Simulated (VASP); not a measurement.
# C (P6_3/mmc) in VASP: a series of runs

The runs below take C through single point, with PBE+D3(BJ).

All numbers are computed with VASP 6.6.1; they aren't measurements. Logs are shortened: lines on timing, memory, paths and dates and some standing lists are left out, and cuts for length are marked.

## 1. The cell of the first run

It takes space group P6_3/mmc (No. 194, hexagonal). Conventional cell: a = 2.483 Å, b = 2.483 Å, c = 7.438 Å, α = 90.00°, β = 90.00°, γ = 120.00°. C (site symmetry -6m2) has 3 C at 1.43 Å within 1.9 Å. Within 1.9 Å of C (site symmetry -6m2) lie 3 C at 1.43 Å.

## 2. Single point, PBE+D3(BJ) (9.93 Å³/atom)

File INCAR:

```
PREC = Accurate
ENCUT = 520
EDIFF = 1E-6
ISMEAR = 0
SIGMA = 0.15
LREAL = False
LASPH = True
NELM = 60
ALGO = Normal
ISIF = 2
LWAVE = False
LCHARG = False
GGA = PE
IVDW = 12
NBANDS = 16
```

File KPOINTS:

```
regular mesh
0
Gamma
  21 21 8
```

File POSCAR:

```
C
1.0
    2.4833727692      0.0000000000      0.0000000000
   -1.2416863846      2.1506639052      0.0000000000
    0.0000000000      0.0000000000      7.4384464557
C
4
Direct
    0.0000000000      0.0000000000      0.0025000000
    0.0000000000      0.0000000000      0.5025000000
    0.3333333333      0.6666666667      0.0025000000
    0.6666666667      0.3333333333      0.5025000000
```

Potentials or basis: VASP PAW PBE potentials, release 64 (C).

Command:

```bash
> cat potpaw_PBE.64/C/POTCAR > POTCAR
> mpirun -np 1 vasp_std > vasp.out
```

OUTCAR:

```text
PREC = Accurate
   ENCUT = 520
   EDIFF = 1E-6
   ISMEAR = 0
   LREAL = False
   LASPH = True
   NELM = 60
   ISIF = 2
   GGA = PE
   IVDW = 12
 IVDW          = 12

 ion  position               nearest neighbor table
   1  0.000  0.000  0.002-   3 1.43   3 1.43   3 1.43
   2  0.000  0.000  0.502-   4 1.43   4 1.43   4 1.43
   3  0.333  0.667  0.002-   1 1.43   1 1.43   1 1.43
   4  0.667  0.333  0.502-   2 1.43   2 1.43   2 1.43

  LATTYP: Found a hexagonal cell.
 ALAT       =     2.4833727692
 C/A-ratio  =     2.9953000000

  Lattice vectors:

 A1 = (   2.4833727692,   0.0000000000,   0.0000000000)
 A2 = (  -1.2416863846,   2.1506639052,   0.0000000000)
 A3 = (   0.0000000000,   0.0000000000,   7.4384464557)

Analysis of symmetry for initial positions (statically):
=====================================================================
 Subroutine PRICEL returns:
 Original cell was already a primitive cell.

 Routine SETGRP: Setting up the symmetry group for a
 hexagonal supercell.

 Subroutine GETGRP returns: Found 24 space group operations
 (whereof  6 operations were pure point group operations)
 out of a pool of 24 trial point group operations.

The static configuration has the point symmetry C_3v.
 The point group associated with its full space group is D_6h.

Analysis of symmetry for dynamics (positions and initial velocities):
=====================================================================
 Subroutine PRICEL returns:
 Original cell was already a primitive cell.

 Routine SETGRP: Setting up the symmetry group for a
 hexagonal supercell.

 Subroutine GETGRP returns: Found 24 space group operations
 (whereof  6 operations were pure point group operations)
 out of a pool of 24 trial point group operations.

The dynamic configuration has the point symmetry C_3v.
 The point group associated with its full space group is D_6h.

 Subroutine INISYM returns: Found 24 space group operations
 (whereof  6 operations are pure point group operations),
 and found     1 'primitive' translations

----------------------------------------------------------------------------------------

                                     Primitive cell

  volume of cell :      39.7280

  direct lattice vectors                    reciprocal lattice vectors
     2.483372769  0.000000000  0.000000000     0.402678169  0.232486349  0.000000000
    -1.241686385  2.150663905  0.000000000     0.000000000  0.464972699  0.000000000
     0.000000000  0.000000000  7.438446456     0.000000000  0.000000000  0.134436674

  length of vectors
     2.483372769  2.483372769  7.438446456     0.464972699  0.464972699  0.134436674

  position of ions in fractional coordinates (direct lattice)
     0.000000000  0.000000000  0.002500000
     0.000000000  0.000000000  0.502500000
     0.333333333  0.666666667  0.002500000
     0.666666667  0.333333333  0.502500000

  ion indices of the primitive-cell ions
   primitive index   ion index
                 1           1
                 2           2
                 3           3
                 4           4

----------------------------------------------------------------------------------------

 KPOINTS: regular mesh

Automatic generation of k-mesh.
 Grid dimensions read from file:
 generate k-points for:   21   21    8

 Generating k-lattice:

  Cartesian coordinates                     Fractional coordinates (reciprocal lattice)
     0.019175151  0.011070779  0.000000000     0.047619048  0.000000000  0.000000000
     0.000000000  0.022141557  0.000000000     0.000000000  0.047619048  0.000000000
     0.000000000  0.000000000  0.016804584     0.000000000  0.000000000  0.125000000

  Length of vectors
     0.022141557  0.022141557  0.016804584

  Shift w.r.t. Gamma in fractional coordinates (k-lattice)
     0.000000000  0.000000000  0.000000000

 Subroutine IBZKPT returns following result:
 ===========================================

 Found    240 irreducible k-points:

 Following reciprocal coordinates:
            Coordinates               Weight
  0.000000  0.000000  0.000000      1.000000
  0.047619 -0.000000  0.000000      6.000000
  0.095238  0.000000  0.000000      6.000000
  0.142857 -0.000000  0.000000      6.000000
  0.190476  0.000000  0.000000      6.000000
  0.238095  0.000000  0.000000      6.000000
[... 16 lines left out ...]
  0.142857  0.095238  0.000000     12.000000
  0.190476  0.095238  0.000000     12.000000
 [... further k-points ...]
   k-points           NKPTS =    240   k-points in BZ     NKDIM =    240   number of bands    NBANDS=     16
   number of dos      NEDOS =    301   number of ions     NIONS =      4
   total plane-waves  NPLWV =  18144
   dimension x,y,z NGX =    18 NGY =   18 NGZ =   56
   dimension x,y,z NGXF=    36 NGYF=   36 NGZF=  112
   ions per type =               4
   NGX,Y,Z   is equivalent  to a cutoff of  12.05, 12.05, 12.52 a.u.
   NGXF,Y,Z  is equivalent  to a cutoff of  24.10, 24.10, 25.03 a.u.
 SYSTEM =  unknown system
   PREC   = accura    normal or accurate (medium, high low for compatibility)
   ISTART =      0    job   : 0-new  1-cont  2-samecut
   ICHARG =      2    charge: 1-file 2-atom 10-const
   ISPIN  =      1    spin polarized calculation?
   LNONCOLLINEAR =      F non collinear calculations
   LSORBIT =      F    spin-orbit coupling
   LASPH  =      T    aspherical Exc in radial PAW
   ENCUT  =  520.0 eV  38.22 Ry    6.18 a.u.   4.62  4.62 13.83*2*pi/ulx,y,z
   NELM   =     60;   NELMIN=  2; NELMDL= -5     # of ELM steps
   EDIFF  = 0.1E-05   stopping-criterion for ELM
   LREAL  =      F    real-space projection
   EDIFFG = 0.1E-04   stopping-criterion for IOM
   NSW    =      0    number of steps for IOM
   IBRION =     -1    ionic relax: 0-MD 1-quasi-New 2-CG
   NFREE  =      0    steps in history (QN), initial steepest desc. (CG)
   ISIF   =      2    stress and relaxation
   ISYM   =      2    0-nonsym 1-usesym 2-fastsym
   POTIM  = 0.5000    time-step for ionic-motion
   TEBEG  =    0.0;   TEEND  =   0.0 temperature during run
   PSTRESS=    0.0 pullay stress
   NELECT =      16.0000    total number of electrons
   NUPDOWN=      -1.0000    fix difference up-down
   EMIN   =  10.00;   EMAX   =-10.00  energy-range for DOS
   EFERMI =   0.00;   METHOD = LEGACY
   ISMEAR =     0;   SIGMA  =   0.15  broadening in eV -4-tet -1-fermi 0-gaus
   EFERMI_NEDOS =   21; number of points for ismear=-14 and -15
   IALGO  =     38    algorithm
   IMIX   =      4    mixing-type and parameters
     AMIX     =   0.40;   BMIX     =  1.00
     AMIX_MAG =   1.60;   BMIX_MAG =  1.00
  volume/ion in A,a.u.               =       9.93        67.02
  Fermi-wavevector in a.u.,A,eV,Ry     =   1.208971  2.284624 19.886427  1.461611
  Thomas-Fermi vector in A             =   2.344563
   LORBIT       =      0    0 simple, 1 ext, 2 COOP (PROOUT), +10 PAW based schemes
   GGA     = PE    functional components
   LHFCALC =     F    Hartree Fock is set to
   AEXX    =    0.0000 exact exchange contribution
   IVDW    =    12    specifies the selected vdW correction
   LEPSILON=     F    determine dielectric tensor
   LRPA    =     F    only Hartree local field effects (RPA)
 non-spin polarized calculation
 Gauss-broadening in eV      SIGMA  =   0.15
  energy-cutoff  :      520.00
  volume of cell :       39.73
 maximum number of plane-waves:      1086
   NGX =  9   NGY =  9   NGZ = 27

 number of electron      15.9999996 magnetization

 Free energy of the ion-electron system (eV)
  ---------------------------------------------------
  ext. energy  EPLUGINS =         0.00000000
  ---------------------------------------------------
  free energy    TOTEN  =       -36.88251465 eV

  energy without entropy =      -36.88155416  energy(sigma->0) =      -36.88203441

 E-fermi :   3.6942     XC(G=0):  -9.5763

 val. band max:        3.6918707259   @ k =   0.3333   0.3333   0.5000
 cond. band min:       3.6943253189   @ k =   0.3333   0.3333   0.2500
 fundamental gap:      0.0024545930
 Fermi energy:         3.6941668499

 k-point     1 :       0.0000    0.0000    0.0000
  band No.  band energies     occupation
      1     -15.7113      2.00000
      2     -15.5809      2.00000
      3      -4.3137      2.00000
      4      -3.1755      2.00000
      5       0.6532      2.00000
      6       0.6532      2.00000
[... 8 lines left out ...]
     15      14.8316      0.00000
     16      14.9223      0.00000

 k-point     2 :       0.0476   -0.0000    0.0000
  band No.  band energies     occupation
      1     -15.6581      2.00000
      2     -15.5283      2.00000
      3      -4.2496      2.00000
      4      -3.1142      2.00000
      5       0.4336      2.00000
      6       0.4420      2.00000
[... 8 lines left out ...]
     15      14.6457      0.00000
     16      14.7425      0.00000

 k-point     3 :       0.0952    0.0000    0.0000
  band No.  band energies     occupation
      1     -15.4988      2.00000
      2     -15.3704      2.00000
      3      -4.0576      2.00000
      4      -2.9307      2.00000
      5      -0.1817      2.00000
      6      -0.1681      2.00000
[... 8 lines left out ...]
     15      14.1102      0.00000
     16      14.2286      0.00000

 k-point     4 :       0.1429   -0.0000    0.0000
  band No.  band energies     occupation
      1     -15.2338      2.00000
      2     -15.1078      2.00000
      3      -3.7394      2.00000
      4      -2.6271      2.00000
      5      -1.0926      2.00000
      6      -1.0722      2.00000
[... 8 lines left out ...]
     15      13.7482      0.00000
     16      13.7677      0.00000
[... 324 lines left out ...]
 k-point    22 :       0.0952    0.0952    0.0000
  band No.  band energies     occupation
      1     -15.0752      2.00000
      2     -14.9506      2.00000
      3      -3.5494      2.00000
      4      -2.4460      2.00000
      5      -1.4326      2.00000
      6      -1.4194      2.00000
[... 8 lines left out ...]
     15      13.6597      0.00000
     16      13.6908      0.00000

 k-point    23 :       0.1429    0.0952    0.0000
  band No.  band energies     occupation
      1     -14.7066      2.00000
      2     -14.5852      2.00000
      3      -3.1093      2.00000
      4      -2.3670      2.00000
      5      -2.3468      2.00000
      6      -2.0278      2.00000
[... 8 lines left out ...]
     15      14.3517      0.00000
     16      14.4091      0.00000

 k-point    24 :       0.1905    0.0952    0.0000
  band No.  band energies     occupation
      1     -14.2352      2.00000
      2     -14.1179      2.00000
      3      -3.4552      2.00000
      4      -3.4242      2.00000
      5      -2.5508      2.00000
      6      -1.7809      2.00000
[... 8 lines left out ...]
     15      15.3370      0.00000
     16      15.4564      0.00000

 [... further k-points ...]

------------------------ aborting loop because EDIFF is reached ----------------------------------------

 Edisp (eV)   -0.55069

 E8    (eV) :    -0.1542

  FORCE on cell =-STRESS in cart. coord.  units (eV):
  Direction    XX          YY          ZZ          XY          YZ          ZX
  --------------------------------------------------------------------------------------
  -------------------------------------------------------------------------------------
  Total      -1.89457    -1.89457    -0.43488     0.00000    -0.00000     0.00000
  in kB     -76.40550   -76.40550   -17.53815     0.00000    -0.00000     0.00000
  external pressure =      -56.78 kB  Pullay stress =        0.00 kB

 VOLUME and BASIS-vectors are now :
 -----------------------------------------------------------------------------
  energy-cutoff  :      520.00
  volume of cell :       39.73
      direct lattice vectors                 reciprocal lattice vectors
     2.483372769  0.000000000  0.000000000     0.402678169  0.232486349  0.000000000
    -1.241686385  2.150663905  0.000000000     0.000000000  0.464972699  0.000000000
     0.000000000  0.000000000  7.438446456     0.000000000  0.000000000  0.134436674

 POSITION                                       TOTAL-FORCE (eV/Angst)
 -----------------------------------------------------------------------------------
      0.00000      0.00000      0.01860        -0.000000      0.000000     -0.000000
      0.00000      0.00000      3.73782        -0.000000     -0.000000      0.000000
     -0.00000      1.43378      0.01860        -0.000000      0.000000     -0.000000
      1.24169      0.71689      3.73782         0.000000     -0.000000      0.000000
 -----------------------------------------------------------------------------------
    total drift:                               -0.000000     -0.000000     -0.000022

  FREE ENERGIE OF THE ION-ELECTRON SYSTEM (eV)
  ---------------------------------------------------
  free  energy   TOTEN  =       -37.4332009196 eV

  energy  without entropy=      -37.4322404302  energy(sigma->0) =      -37.43272067
```

Run time: 2 min. Hardware: 1 thread of Intel Xeon 8259CL, shared host; peak memory 0.24 GiB.

What came out:

```yaml
Free_energy: -37.4332 eV
Pressure: -5.7 GPa
Band_gap_on_the_k_mesh: zero (bands 8 and 9 overlap by 0.01 eV)
Dispersion_energy_per_atom: -0.138 eV
```

Caveat: the stress differs along the axes, from -8 to -2 GPa.

## 3. Single point, PBE+D3(BJ) (8.34 Å³/atom)

This run uses another cell than the first one, of 8.34 Å³/atom.

File INCAR:

```
SYSTEM = C
PREC = Accurate ; ENCUT = 520
EDIFF = 1E-7 ; ISMEAR = 0
SIGMA = 0.15 ; LREAL = .False.
LASPH = .True. ; NELM = 60
ALGO = Normal ; ISIF = 2
LWAVE = .False. ; LCHARG = .False.
GGA = PE ; IVDW = 12
NBANDS = 16
```

File KPOINTS:

```
regular mesh
0
Gamma
  21 21 8
  0 0 0
```

File POSCAR:

```
C
1.0
    2.5656837415      0.0000000000      0.0000000000
   -1.2828418708      2.2219472982      0.0000000000
    0.0000000000      0.0000000000      5.8489892256
C
4
Direct
    0.0000000000      0.0000000000      0.0025000000
    0.0000000000      0.0000000000      0.5025000000
    0.3333333333      0.6666666667      0.0025000000
    0.6666666667      0.3333333333      0.5025000000
```

Potentials or basis: VASP PAW PBE potentials, release 64 (C).

Command:

```bash
> cat potpaw_PBE.64/C/POTCAR > POTCAR
> mpirun -np 1 vasp_std > vasp.out
```

It took 2 min on 1 thread of Intel Xeon 8259CL, shared host; peak memory 0.23 GiB.

The run converged. Its results:

```yaml
Free_energy: -36.9216 eV
Pressure: -29.7 GPa
Band_gap_on_the_k_mesh: zero (bands 8 and 9 overlap by 0.13 eV)
Dispersion_energy_per_atom: -0.176 eV
```

Stress tensor (GPa, compression positive):
```
-49.69   0.00   0.00
  0.00 -49.69   0.00
  0.00   0.00  10.37
```

Levels at points of the mesh, in eV from the Fermi level:
```tsv
k point	band 4	band 5	band 6	band 7	band 8	band 9	band 10	band 11	band 12	band 13
(0.00, 0.00, 0.00)	-4.62	-3.01	-3.01	-2.92	-2.92	6.43	7.57	7.57	7.74	7.74
(0.00, 0.00, 0.50)	-6.76	-2.96	-2.96	-2.96	-2.96	7.65	7.65	7.65	7.65	9.75
```

Caveat: the stress differs along the axes, from -50 to 10 GPa.

## 4. Single point, PBE+D3(BJ) (8.60 Å³/atom)

This run uses another cell than the first one, of 8.60 Å³/atom.

File INCAR:

```
SYSTEM = C
ALGO = Normal ; EDIFF = 1E-6
ENCUT = 520 ; GGA = PE
ISIF = 2 ; ISMEAR = 0
IVDW = 12 ; LASPH = .True.
LCHARG = .True. ; LELF = .True.
LREAL = .False. ; LVHAR = .True.
LWAVE = .False. ; NBANDS = 16
NELM = 80 ; PREC = Accurate
SIGMA = 0.15
```

File KPOINTS:

```
k-points
0
Gamma
  21 21 8
  0 0 0
```

File POSCAR:

```
C
1.0
    2.5926886484      0.0000000000      0.0000000000
   -1.2963443242      2.2453342336      0.0000000000
    0.0000000000      0.0000000000      5.9105523117
C
4
Direct
    0.0000000000      0.0000000000      0.0025000000
    0.0000000000      0.0000000000      0.5025000000
    0.3333333333      0.6666666667      0.0025000000
    0.6666666667      0.3333333333      0.5025000000
```

Command:

```bash
> cat potpaw_PBE.64/C/POTCAR > POTCAR
> mpirun -np 1 vasp_std > vasp.out
```

Run time: 1.9 min. Hardware: 1 thread of Intel Xeon 8259CL, shared host; peak memory 0.23 GiB.

Results (log left out):

| Property | Result |
| --- | --- |
| Free energy | -36.7029 eV |
| Pressure | -36.3 GPa |
| Band gap on the k mesh | zero (bands 8 and 9 overlap by 0.12 eV) |
| Dispersion energy per atom | -0.172 eV |

Stress tensor (GPa, compression positive):
```
-58.90   0.00   0.00
  0.00 -58.90   0.00
  0.00   0.00   9.04
```

Levels at points of the mesh, in eV from the Fermi level:
| k point | band 4 | band 5 | band 6 | band 7 | band 8 | band 9 | band 10 | band 11 | band 12 | band 13 |
| --- | --- | --- | --- | --- | --- | --- | --- | --- | --- | --- |
| (0.00, 0.00, 0.00) | -4.52 | -3.01 | -3.01 | -2.93 | -2.93 | 6.39 | 7.38 | 7.38 | 7.55 | 7.55 |
| (0.00, 0.00, 0.50) | -6.58 | -2.97 | -2.97 | -2.97 | -2.97 | 7.46 | 7.46 | 7.46 | 7.46 | 9.21 |

Caveat: the stress differs along the axes, from -59 to 9 GPa.

## 5. Single point, PBE+D3(BJ) (8.60 Å³/atom)

This run uses another cell than the first one, of 8.60 Å³/atom.

File INCAR:

```
SYSTEM = C
ALGO     = Normal         ! electronic algorithm
EDIFF    = 1E-7           ! SCF threshold, eV
ENCUT    = 520            ! plane-wave cutoff, eV
GGA      = PE             ! functional
ISIF     = 2              ! what is computed and relaxed
ISMEAR   = 0              ! smearing method
IVDW     = 12             ! dispersion correction
LASPH    = .TRUE.         ! aspherical terms in the spheres
LCHARG   = .FALSE.        ! write CHGCAR
LREAL    = .FALSE.        ! projectors in reciprocal space
LWAVE    = .FALSE.        ! write WAVECAR
NBANDS   = 16             ! bands
NELM     = 80             ! most SCF steps
PREC     = Accurate       ! precision mode
SIGMA    = 0.15           ! smearing width, eV
```

File KPOINTS:

```
k-points
0
G
  21 21 8
  0 0 0
```

File POSCAR:

```
C
1.0
    2.5536708626      0.0000000000      0.0000000000
   -1.2768354313      2.2115438399      0.0000000000
    0.0000000000      0.0000000000      6.0925479439
C
4
Direct
    0.0000000000      0.0000000000      0.0025000000
    0.0000000000      0.0000000000      0.5025000000
    0.3333333333      0.6666666667      0.0025000000
    0.6666666667      0.3333333333      0.5025000000
```

Command:

```bash
> cat potpaw_PBE.64/C/POTCAR > POTCAR
> mpirun -np 1 vasp_std > vasp.out
```

Wall time 2.1 min (1 thread of Intel Xeon 8259CL, shared host); peak memory 0.23 GiB.

Results (log left out):

```
Free energy                : -37.0837 eV
Pressure                   : -26.6 GPa
Band gap on the k mesh     : zero (bands 8 and 9 overlap by 0.09 eV)
Dispersion energy per atom : -0.170 eV
```

Stress tensor (GPa, compression positive):
```
-42.87   0.00   0.00
  0.00 -42.87   0.00
  0.00   0.00   6.05
```

Levels at points of the mesh, in eV from the Fermi level:
| k point | band 6 | band 7 | band 8 | band 9 | band 10 | band 11 |
| --- | --- | --- | --- | --- | --- | --- |
| (0.00, 0.00, 0.00) | -3.01 | -2.96 | -2.96 | 5.77 | 7.66 | 7.66 |
| (0.00, 0.00, 0.50) | -2.98 | -2.98 | -2.98 | 7.72 | 7.72 | 7.72 |

Caveat: the stress differs along the axes, from -43 to 6 GPa.

## 6. The runs side by side

| cell | gap on the mesh (eV) | pressure (GPa) |
| --- | --- | --- |
| a = 2.483, b = 2.483, c = 7.438 Å, angles 90.0, 90.0, 120.0°, 4 atoms | none | -5.7 |
| a = 2.566, b = 2.566, c = 5.849 Å, angles 90.0, 90.0, 120.0°, 4 atoms | none | -29.7 |
| a = 2.593, b = 2.593, c = 5.911 Å, angles 90.0, 90.0, 120.0°, 4 atoms | none | -36.3 |
| a = 2.554, b = 2.554, c = 6.093 Å, angles 90.0, 90.0, 120.0°, 4 atoms | none | -26.6 |

Alike in all rows: task single point; level PBE+D3(BJ); potentials or basis VASP PAW PBE potentials, release 64 (C); no spin polarisation; k mesh 21 × 21 × 8; cutoff (eV) 520; smearing gaussian 0.15 eV.

Caveats: the stress differs along the axes, from -8 to -2 GPa (at least some runs); the stress differs along the axes, from -50 to 10 GPa (at least some runs); the stress differs along the axes, from -59 to 9 GPa (at least some runs); the stress differs along the axes, from -43 to 6 GPa (at least some runs).

Absolute energies hang on the potentials; compare differences alone.

The gap in the log of VASP goes by the Fermi energy; the results here count the filled bands.